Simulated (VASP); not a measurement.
A run of VASP 6.6.1 is set up as follows.

File INCAR:

```
ALGO = Normal ; EDIFF = 1E-7
ENCUT = 520 ; GGA = PS
ISIF = 2 ; ISMEAR = -1
LASPH = T ; LCHARG = F
LREAL = F ; LWAVE = F
NBANDS = 19 ; NELM = 80
PREC = Accurate ; SIGMA = 0.03
```

KPOINTS

```
k-points
0
Gamma
  18 18 8
```

The input POSCAR:

```
Zn
1.0
    2.6914460337      0.0000000000      0.0000000000
   -1.3457230169      2.3308606381      0.0000000000
    0.0000000000      0.0000000000      4.9467000000
Zn
2
Direct
    0.3333333333      0.6666666667      0.2500000000
    0.6666666667      0.3333333333      0.7500000000
```

Potentials or basis: VASP PAW PBE potentials, release 64 (Zn).

Launch:

```bash
$ cat potpaw_PBE.64/Zn/POTCAR > POTCAR
$ mpirun -np 1 vasp_std > vasp.out
```

(1) What does it give for the band gap on the k mesh?

(2) Estimate the pressure.

Answers

(1) zero (bands 12 and 13 overlap by 4.47 eV).

(2) -6.3 GPa.

Caveat: the cell differs from its parent crystal (equal xx and yy strain of +1 %); the cell stands under tension; the PAW data sets were made with another functional, which shifts forces and pressure a little.
